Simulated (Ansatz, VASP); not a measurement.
**CoO: VASP beside Ansatz**

The input INCAR:

```
PREC = Accurate
ENCUT = 520
EDIFF = 1E-6
ISMEAR = 0
SIGMA = 0.05
LREAL = False
LASPH = True
NELM = 150
ALGO = Normal
ISIF = 2
LWAVE = False
LCHARG = False
ISPIN = 2
MAGMOM = -3 3 0 0
LORBIT = 11
LMAXMIX = 4
GGA = PE
NBANDS = 27
```

The input KPOINTS:

```
Automatic mesh
0
Gamma
  18 18 8
```

File POSCAR:

```
CoO
1.0
    3.1976457400      0.0000000000      0.0000000000
   -1.5988228700      2.7692424500      0.0000000000
    0.0000000000      0.0000000000      5.2287097100
Co O
2 2
Direct
    0.0000000000      0.0000000000      0.0034741400
    0.3333333300      0.6666666700      0.5033624100
    0.0000000000      0.0000000000      0.3716088500
    0.3333333300      0.6666666700      0.8715556000
```

Input for Ansatz:

```yaml
crystal:
  lattice:
    - [3.19764574, 0.0, 0.0]
    - [-1.59882287, 2.76924245, 0.0]
    - [0.0, 0.0, 5.22870971]
  atoms:
    - { symbol: Co, position: [0.0, 0.0, 0.00347414], spin: -3.0 }
    - { symbol: Co, position: [0.33333333, 0.66666667, 0.50336241], spin: 3.0 }
    - { symbol: O, position: [0.0, 0.0, 0.37160885] }
    - { symbol: O, position: [0.33333333, 0.66666667, 0.8715556] }
basis:
  ecutwfc: 420
kpoints:
  mp_grid: { grid: [18, 18, 8] }
hamiltonian:
  xc: pbe
scf:
  occupations: { method: gaussian, width: 0.05 }
output:
  forces: true
  eigenvalues: true
  eigenstates:
    nscf_kmesh: { grid: [24, 24, 14] }
    top_band: c6
    de_dk: true
    localisation: true
  stress: true
  populations: true
checkpoint:
  write: ck
  compress: false
  write_wavefunctions: false
  write_every: 100000
magnetization:
  spin_polarized: true
```

Alike in both runs: task single point; functional PBE; k mesh 18 × 18 × 8; occupations gaussian, width 0.05 eV; collinear spin.

```csv
,VASP,Ansatz
version,VASP 6.6.1,Ansatz 0.2.0
potentials or method,"VASP PAW PBE potentials, release 64 (Co, O), cutoff 520 eV","scalar-relativistic, plane waves, PAW"
valence electrons in the cell,30,46
```

Ansatz gave:

| Quantity | Value |
| --- | --- |
| pressure (GPa) | -0.4 |
| traceless stress, the component that is largest in VASP (GPa) | 0.46 |
| rms of the force components (eV/Å) | 0.112 |
| net moment per atom (μB) | 0.00 |
| size of the moment on the site where the two differ most (μB) | 2.14 |

What did VASP give for the same quantities?

Pressure (GPa): -0.5; traceless stress, the component that is largest in VASP (GPa): 0.42; rms of the force components (eV/Å): 0.111; net moment per atom (μB): 0.00; size of the moment on the site where the two differ most (μB): 2.30.

Site moments also hang on the region over which each program counts them. Atom by atom the forces differ by 0.001 eV/Å (rms over components). VASP's potentials hold 30 valence electrons a cell and Ansatz's 46, so a difference there can come from the potentials and not from the codes.
